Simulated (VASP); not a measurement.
Wanted: the native input for a VASP 6.6.1 run.

```yaml
Task: single point
Functional: BLYP
Potentials_or_basis: VASP PAW PBE potentials, release 64 (Mo_sv)
Cutoff: 520 eV
k_mesh: 12 × 12 × 12
Occupations: fermi-dirac, width 0.1 eV
Spin: no spin polarisation
Dipole_correction: no
Further_INCAR_settings: ALGO = Normal; EDIFF = 1e-07; NBANDS = 13
```

The structure of Mo lies in POSCAR:

```
Mo
1.0
    2.6427200497      0.0000000000      0.0000000000
    0.0000000000      2.6427200497      0.0000000000
    0.0000000000      0.0000000000      2.6427200497
Mo
1
Direct
    0.0000000000      0.0000000000      0.0000000000
```

The input as run:

INCAR

```
SYSTEM = Mo
  AGGAC = 1.0
  AGGAX = 1.0
  ALDAC = 0.0
  ALDAX = 1.0
  ALGO = Normal
  EDIFF = 1E-7
  ENCUT = 520
  GGA = B5
  ISIF = 2
  ISMEAR = -1
  LASPH = .TRUE.
  LCHARG = .FALSE.
  LREAL = .FALSE.
  LWAVE = .FALSE.
  NBANDS = 13
  NELM = 100
  PREC = Accurate
  SIGMA = 0.1
```

KPOINTS

```
k-points
0
G
  12 12 12
  0 0 0
```

Potentials or basis: VASP PAW PBE potentials, release 64 (Mo_sv).

The run is started by

```console
$ cat potpaw_PBE.64/Mo_sv/POTCAR > POTCAR
$ mpirun -np 1 vasp_std > vasp.out
```

Results of the run:

```json
{
  "Pressure": "0.7 GPa",
  "Band gap on the k mesh": "zero (band 7 reaches 11.78 eV, above the bottom of band 8 at 9.81 eV)"
}
```

Caveat: the PAW data sets were made with another functional, which shifts forces and pressure a little.

Wall time 9.6 s on 1 thread of Intel(R) Xeon(R) Platinum 8559C (Emerald Rapids), with other jobs on the host, peak memory 0.13 GiB.
